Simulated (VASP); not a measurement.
# As (Fd-3m) in VASP: further runs, part 2 of 2

VASP 6.6.1. Earlier steps stand in the parts before.

## Step 3: Relaxation of cell and atoms, PBEsol

This run uses another cell than the first one, of 22.58 Å³/atom, 0.823 times its volume.

Contents of INCAR:

```
SYSTEM = As
  PREC = Accurate
  ENCUT = 600
  EDIFF = 1E-6
  ISMEAR = 0
  SIGMA = 0.1
  LREAL = .False.
  LASPH = .True.
  NELM = 100
  ALGO = Normal
  ISIF = 3
  LWAVE = .False.
  LCHARG = .False.
  GGA = PS
  IBRION = 2
  NSW = 90
  EDIFFG = -0.04
```

Contents of KPOINTS:

```
regular mesh
0
Gamma
  6 6 6
  0 0 0
```

Contents of POSCAR:

```
As
1.0
    0.0000000000      2.8264095920      2.8264095920
    2.8264095920      0.0000000000      2.8264095920
    2.8264095920      2.8264095920      0.0000000000
As
2
Direct
    0.5000000000      0.5000000000      0.5000000000
    0.7500000000      0.7500000000      0.7500000000
```

Potentials or basis: VASP PAW PBE potentials, release 64 (As).

Command:

```
> cat potpaw_PBE.64/As/POTCAR > POTCAR
> mpirun -np 1 vasp_std > vasp.out
```

OUTCAR:

```text
SYSTEM = As
   PREC = Accurate
   ENCUT = 600
   EDIFF = 1E-6
   ISMEAR = 0
   LREAL = .False.
   LASPH = .True.
   NELM = 100
   ISIF = 3
   GGA = PS
   IBRION = 2
   NSW = 90
   EDIFFG = -0.04

 ion  position               nearest neighbor table
   1  0.500  0.500  0.500-   2 2.45   2 2.45   2 2.45   2 2.45
   2  0.750  0.750  0.750-   1 2.45   1 2.45   1 2.45   1 2.45

  LATTYP: Found a face centered cubic cell.
 ALAT       =     5.6528191840

  Lattice vectors:

 A1 = (   0.0000000000,   2.8264095920,   2.8264095920)
 A2 = (   2.8264095920,   0.0000000000,   2.8264095920)
 A3 = (   2.8264095920,   2.8264095920,   0.0000000000)

Analysis of symmetry for initial positions (statically):
=====================================================================
 Subroutine PRICEL returns:
 Original cell was already a primitive cell.

 Routine SETGRP: Setting up the symmetry group for a
 face centered cubic supercell.

 Subroutine GETGRP returns: Found 48 space group operations
 (whereof 24 operations were pure point group operations)
 out of a pool of 48 trial point group operations.

The static configuration has the point symmetry T_d .
 The point group associated with its full space group is O_h .

Analysis of symmetry for dynamics (positions and initial velocities):
=====================================================================
 Subroutine PRICEL returns:
 Original cell was already a primitive cell.

 Routine SETGRP: Setting up the symmetry group for a
 face centered cubic supercell.

 Subroutine GETGRP returns: Found 48 space group operations
 (whereof 24 operations were pure point group operations)
 out of a pool of 48 trial point group operations.

The dynamic configuration has the point symmetry T_d .
 The point group associated with its full space group is O_h .

 Subroutine INISYM returns: Found 48 space group operations
 (whereof 24 operations are pure point group operations),
 and found     1 'primitive' translations

[... 94 lines left out ...]
   TEBEG  =    0.0;   TEEND  =   0.0 temperature during run
   PSTRESS=    0.0 pullay stress
   NELECT =      10.0000    total number of electrons
   NUPDOWN=      -1.0000    fix difference up-down
   EMIN   =  10.00;   EMAX   =-10.00  energy-range for DOS
   EFERMI =   0.00;   METHOD = LEGACY
   ISMEAR =     0;   SIGMA  =   0.10  broadening in eV -4-tet -1-fermi 0-gaus
   EFERMI_NEDOS =   21; number of points for ismear=-14 and -15
   IALGO  =     38    algorithm
   IMIX   =      4    mixing-type and parameters
     AMIX     =   0.40;   BMIX     =  1.00
     AMIX_MAG =   1.60;   BMIX_MAG =  1.00
  volume/ion in A,a.u.               =      22.58       152.37
  Fermi-wavevector in a.u.,A,eV,Ry     =   0.990444  1.871667 13.347022  0.980978
  Thomas-Fermi vector in A             =   2.122114
   LORBIT       =      0    0 simple, 1 ext, 2 COOP (PROOUT), +10 PAW based schemes
   GGA     = PS    functional components
   LHFCALC =     F    Hartree Fock is set to
   AEXX    =    0.0000 exact exchange contribution
   IVDW    =     0    specifies the selected vdW correction
   LEPSILON=     F    determine dielectric tensor
   LRPA    =     F    only Hartree local field effects (RPA)
 conjugate gradient relaxation of ions
 non-spin polarized calculation
 Gauss-broadening in eV      SIGMA  =   0.10
  energy-cutoff  :      600.00
  volume of cell :       45.16
 maximum number of plane-waves:      1527
   NGX = 15   NGY = 15   NGZ = 15

--------------------------------------- Ionic step        1  -------------------------------------------

 number of electron      10.0000001 magnetization

 Free energy of the ion-electron system (eV)
  ---------------------------------------------------
  ext. energy  EPLUGINS =         0.00000000
  ---------------------------------------------------
  free energy    TOTEN  =        -9.00335411 eV

  energy without entropy =       -8.98831564  energy(sigma->0) =       -8.99583487

------------------------ aborting loop because EDIFF is reached ----------------------------------------

  FORCE on cell =-STRESS in cart. coord.  units (eV):
  Direction    XX          YY          ZZ          XY          YZ          ZX
  --------------------------------------------------------------------------------------
  -------------------------------------------------------------------------------------
  Total        4.4061883      4.4061883      4.4061883      0.0000000      0.0000000      0.0000000
  in kB      156.3285669    156.3285669    156.3285669      0.0000000      0.0000000      0.0000000
  external PRESSURE =     156.3285669 kB  Pullay stress =       0.0000000 kB
[... 59 lines left out ...]
--------------------------------------- Ionic step        3  -------------------------------------------

 number of electron       9.9999999 magnetization

 Free energy of the ion-electron system (eV)
  ---------------------------------------------------
  ext. energy  EPLUGINS =         0.00000000
  ---------------------------------------------------
  free energy    TOTEN  =        -9.42866542 eV

  energy without entropy =       -9.42525354  energy(sigma->0) =       -9.42695948

 E-fermi :   3.1632     XC(G=0):  -8.8724

 val. band max:        3.0788371230   @ k =  -0.3333   0.3333   0.1667
 cond. band min:       3.5409982666   @ k =   0.5000   0.3333   0.0000
 fundamental gap:      0.4621611437
 Fermi energy:         3.1631584579

 k-point     1 :       0.0000    0.0000    0.0000
  band No.  band energies     occupation
      1     -10.7880      2.00000
      2      -2.7584      2.00000
      3       0.9449      2.00000
      4       0.9449      2.00000
      5       0.9449      2.00000
      6       3.7004      0.00000
      7       3.7004      0.00000
      8       3.7004      0.00000
      9       7.7851      0.00000
[... 207 lines left out ...]
  FREE ENERGIE OF THE ION-ELECTRON SYSTEM (eV)
  ---------------------------------------------------
  free  energy   TOTEN  =        -9.4286654163 eV

  energy  without entropy=       -9.4252535358  energy(sigma->0) =       -9.42695948

 reached required accuracy - stopping structural energy minimisation
```

OSZICAR:

```text
N       E                     dE             d eps       ncg     rms          rms(c)
DAV:   1     0.354332361272E+02    0.35433E+02   -0.46143E+03   288   0.103E+03
DAV:   2    -0.766552639199E+01   -0.43099E+02   -0.42325E+02   439   0.132E+02
DAV:   3    -0.907150620791E+01   -0.14060E+01   -0.14013E+01   344   0.294E+01
[... 22 lines left out ...]
DAV:   3    -0.942863596260E+01    0.56223E-01   -0.16232E-01   305   0.215E+00    0.201E-01
DAV:   4    -0.942868083378E+01   -0.44871E-04   -0.13488E-03   293   0.297E-01    0.146E-01
DAV:   5    -0.942866508649E+01    0.15747E-04   -0.13955E-04   303   0.981E-02    0.171E-02
DAV:   6    -0.942866458298E+01    0.50351E-06   -0.12671E-05   325   0.224E-02    0.359E-03
DAV:   7    -0.942866541634E+01   -0.83336E-06   -0.15761E-06   285   0.961E-03
   3 F= -.94286654E+01 E0= -.94269595E+01  d E =-.425311E+00
```

It took 8.8 s on 1 thread of Intel Xeon 6975P-C (Granite Rapids), shared host; peak memory 0.17 GiB.

Results:

- Free energy: -9.4287 eV
- Relaxed volume: 27.63 Å³/atom
- Relaxed cell: a = 4.276 Å, b = 4.276 Å, c = 4.276 Å, α = 60.00°, β = 60.00°, γ = 60.00°
- Space group after relaxing (to 0.05 Å): Fd-3m (No. 227)
- Energy gained by relaxing: 212.7 meV/atom
- Ionic steps: 3
- Pressure after relaxing: -0.1 GPa
- Band gap on the k mesh: zero (band 5 reaches 3.55 eV, above the bottom of band 6 at 2.37 eV)

The path:
| step | energy change (eV) | largest force (eV/Å) | pressure (GPa) | volume (Å³) |
| --- | --- | --- | --- | --- |
| 1 | 0.0000 | 0.0000 | 15.63 | 45.16 |
| 2 | -0.3364 | 0.0000 | -4.42 | 61.14 |
| 3 | -0.4253 | 0.0000 | -0.07 | 55.27 |

Final structure:
```
As
1.0
     0.00000    3.02329    3.02329
     3.02329    0.00000    3.02329
     3.02329    3.02329    0.00000
As
2
Direct
  0.50000 0.50000 0.50000
  0.75000 0.75000 0.75000
```

Caveat: the volume moved by over 15 % at a fixed basis, so the end points are rough; the PAW data sets were made with another functional, which shifts forces and pressure a little.

## Step 4: Single point, PBEsol

This run uses another cell than the first one, of 27.18 Å³/atom, 0.991 times its volume.

Contents of INCAR:

```
SYSTEM = As
PREC = Accurate
ENCUT = 520
EDIFF = 1E-7
ISMEAR = 0
SIGMA = 0.1
LREAL = .FALSE.
LASPH = .TRUE.
NELM = 60
ALGO = Normal
ISIF = 2
LWAVE = .FALSE.
LCHARG = .TRUE.
GGA = PS
LELF = .TRUE.
LVHAR = .TRUE.
NBANDS = 12
```

Contents of KPOINTS:

```
Automatic mesh
0
G
  16 16 16
  0 0 0
```

Contents of POSCAR:

```
As
1.0
    0.0000000000      3.0068036210      3.0068036210
    3.0068036210      0.0000000000      3.0068036210
    3.0068036210      3.0068036210      0.0000000000
As
2
Direct
    0.0000000000      0.0000000000      0.0000000000
    0.2500000000      0.2500000000      0.2500000000
```

Command:

```
> cat potpaw_PBE.64/As/POTCAR > POTCAR
> mpirun -np 1 vasp_std > vasp.out
```

Wall time 20 s (1 thread of Intel Xeon 6975P-C (Granite Rapids), shared host); peak memory 0.22 GiB.

Results (log left out):

* Free energy: -9.4447 eV
* Pressure: 0.2 GPa
* Band gap on the k mesh: zero (band 5 reaches 4.33 eV, above the bottom of band 6 at 2.47 eV)

Levels at points of the mesh, in eV from the Fermi level:
| k point | band 3 | band 4 | band 5 | band 6 | band 7 | band 8 |
| --- | --- | --- | --- | --- | --- | --- |
| (0.00, 0.00, 0.00) | -2.18 | -2.18 | -2.18 | 0.60 | 0.60 | 0.60 |
| (0.50, 0.00, 0.00) | -3.16 | -3.16 | -2.74 | 1.85 | 1.85 | 5.03 |
| (0.50, 0.50, 0.00) | -4.28 | -4.28 | -0.75 | -0.75 | 5.26 | 5.26 |

Caveat: the PAW data sets were made with another functional, which shifts forces and pressure a little.

## Step 5: The runs side by side

| task | cell | k mesh | cutoff (eV) | gap on the mesh (eV) | pressure (GPa) |
| --- | --- | --- | --- | --- | --- |
| single point | a = 4.265 Å, angles 60.0°, 2 atoms | 6 × 6 × 6 | 520 | none | 0.3 |
| relaxation of cell and atoms | relaxed from a = 3.997 Å, angles 60.0°, 2 atoms | 6 × 6 × 6 | 600 | none | -0.1 |
| single point | a = 4.252 Å, angles 60.0°, 2 atoms | 16 × 16 × 16 | 520 | none | 0.2 |

Alike in all rows: level PBEsol; potentials or basis VASP PAW PBE potentials, release 64 (As); no spin polarisation; smearing gaussian 0.1 eV.

Caveats: the PAW data sets were made with another functional, which shifts forces and pressure a little; the volume moved by over 15 % at a fixed basis, so the end points are rough (some runs).

Total energies depend on the potentials used, so only differences within one code and one set of settings carry meaning.
